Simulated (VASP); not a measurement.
**HfTi3N4: single point with PBE**

HfTi3N4:

```
Hf Ti N
1.0
     4.34186    0.00000    0.00000
     0.00000    4.34186    0.00000
     0.00000    0.00000    4.34186
Hf Ti N
1 3 4
Direct
  0.00000 0.00000 0.00000
  0.50000 0.00000 0.50000
  0.00000 0.50000 0.50000
  0.50000 0.50000 0.00000
  0.50000 0.50000 0.50000
  0.00000 0.50000 0.00000
  0.50000 0.00000 0.00000
  0.00000 0.00000 0.50000
```

```json
{"Program": "VASP 6.6.1", "Task": "single point", "Functional": "PBE", "Potentials or basis": "VASP PAW PBE potentials, release 64 (Hf_pv, Ti_sv, N)", "Cutoff": "520 eV", "k mesh": "10 × 10 × 10", "Occupations": "gaussian, width 0.1 eV", "Spin": "no spin polarisation", "Dipole correction": "no", "k mesh for the DOS": "15 × 15 × 15", "Occupations for the DOS": "tetrahedron", "Further INCAR settings": "ALGO = Normal; EDIFF = 1e-07; NBANDS = 43"}
```

The valence electrons inside the program's atomic spheres are Hf 8.87; Ti 10.30; N 3.71, 3.76 (each value once).

Levels at points of the mesh, in eV from the Fermi level:
```csv
k point,band 29,band 30,band 31,band 32,band 33,band 34,band 35,band 36,band 37,band 38
"(0.00, 0.00, 0.00)",-3.01,-3.01,-3.01,-2.22,-2.22,-2.22,-0.53,-0.53,-0.53,0.65
```

Run time: 3.7 min on 1 thread of Intel(R) Xeon(R) 6975P-C (Granite Rapids), with other jobs on the host, peak memory 0.42 GiB.

Caveat: spin-orbit coupling is left out, which moves the levels of the heavy elements.
